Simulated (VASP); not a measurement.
Write the native input for VASP 6.6.1 that does the following.

```
Task                   : single point
Functional             : PBE
Potentials or basis    : VASP PAW PBE potentials, release 64 (Sc_sv)
Cutoff                 : 520 eV
k mesh                 : 18 × 18 × 18
Occupations            : gaussian, width 0.1 eV
Spin                   : no spin polarisation
Dipole correction      : no
Further INCAR settings : ALGO = Fast; EDIFF = 1e-07; NBANDS = 12
```

The structure of Sc lies in POSCAR:

```
Sc
1.0
   -1.7062460310      1.7062460310      2.6675200129
    1.7062460310     -1.7062460310      2.6675200129
    1.7062460310      1.7062460310     -2.6675200129
Sc
1
Direct
    0.0000000000      0.0000000000      0.0000000000
```

This cell differs from its parent crystal: Ga replaced by Sc, lengths x 1.236, strained.

One way to write it, as run:

INCAR

```
SYSTEM = Sc
PREC = Accurate
ENCUT = 520
EDIFF = 1E-7
ISMEAR = 0
SIGMA = 0.1
LREAL = .False.
LASPH = .True.
NELM = 80
ALGO = Fast
ISIF = 2
LWAVE = .False.
LCHARG = .True.
GGA = PE
LELF = .True.
LVHAR = .True.
NBANDS = 12
```

KPOINTS

```
Automatic mesh
0
Gamma
  18 18 18
  0 0 0
```

Potentials or basis: VASP PAW PBE potentials, release 64 (Sc_sv).

Launch:

```console
$ cat potpaw_PBE.64/Sc_sv/POTCAR > POTCAR
$ mpirun -np 1 vasp_std > vasp.out
```

Results of the run:

| Property | Result |
| --- | --- |
| Pressure | -8.1 GPa |

Caveat: the cell differs from its parent crystal (Ga replaced by Sc, lengths x 1.236, strained).

It took 3.1 min on 1 thread of Intel(R) Xeon(R) Platinum 8488C (Sapphire Rapids), on a shared host, peak memory 0.29 GiB.
